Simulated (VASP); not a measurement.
**ScGa3N2: single point with PBE**

ScGa3N2:

```
Sc Ga N
1.0
     4.06205    0.00000    0.00000
     0.00000    4.06205    0.00000
     0.00000    0.00000    5.67080
Sc Ga N
1 3 2
Direct
  0.00000 0.00000 0.00000
  0.50000 0.00000 0.47581
  0.00000 0.50000 0.52419
  0.50000 0.50000 0.00000
  0.50000 0.00000 0.11196
  0.00000 0.50000 0.88804
```

The cell was built from a structure type or drawn by symmetry, and may not be a known phase.

```
Program                : VASP 6.6.1
Task                   : single point
Functional             : PBE
Potentials or basis    : VASP PAW PBE potentials, release 64 (Sc_sv, Ga_d, N)
Cutoff                 : 520 eV
k mesh                 : 10 × 10 × 8
Occupations            : gaussian, width 0.1 eV
Spin                   : no spin polarisation
Dipole correction      : no
Further INCAR settings : ALGO = Normal; EDIFF = 1e-07; NBANDS = 39
```

```
Pressure               : 0.4 GPa
Largest force          : 0.025 eV/Å
Band gap on the k mesh : zero (bands 30 and 31 overlap by 2.63 eV)
```

Forces on the atoms (eV/Å):
```
Sc   0.000  0.000  0.000
Ga   0.000  0.000  0.025
Ga   0.000  0.000 -0.025
Ga   0.000  0.000  0.000
N    0.000  0.000  0.025
N    0.000  0.000 -0.025
```

Stress tensor (GPa, compression positive):
```
0.54 0.00 0.00
0.00 0.54 0.00
0.00 0.00 0.23
```

Levels at points of the mesh, in eV from the Fermi level:
```tsv
k point	band 28	band 29	band 30	band 31	band 32	band 33
(0.00, 0.00, 0.00)	-3.28	-0.98	-0.37	0.84	0.84	1.27
(0.50, 0.00, 0.00)	-3.25	-2.85	0.25	1.80	2.19	2.46
(0.50, 0.50, 0.00)	-3.44	-3.44	-2.27	-1.99	2.49	2.49
(0.00, 0.00, 0.50)	-2.68	-2.33	0.19	0.88	0.88	1.27
(0.50, 0.00, 0.50)	-2.85	-2.50	0.64	0.84	1.37	1.88
(0.50, 0.50, 0.50)	-2.25	-1.51	-1.51	-1.03	0.97	0.97
```

Run time: 6.4 min on 1 thread of Intel(R) Xeon(R) Platinum 8375C CPU @ 2.90GHz (Ice Lake), with other jobs on the host, peak memory 0.43 GiB.
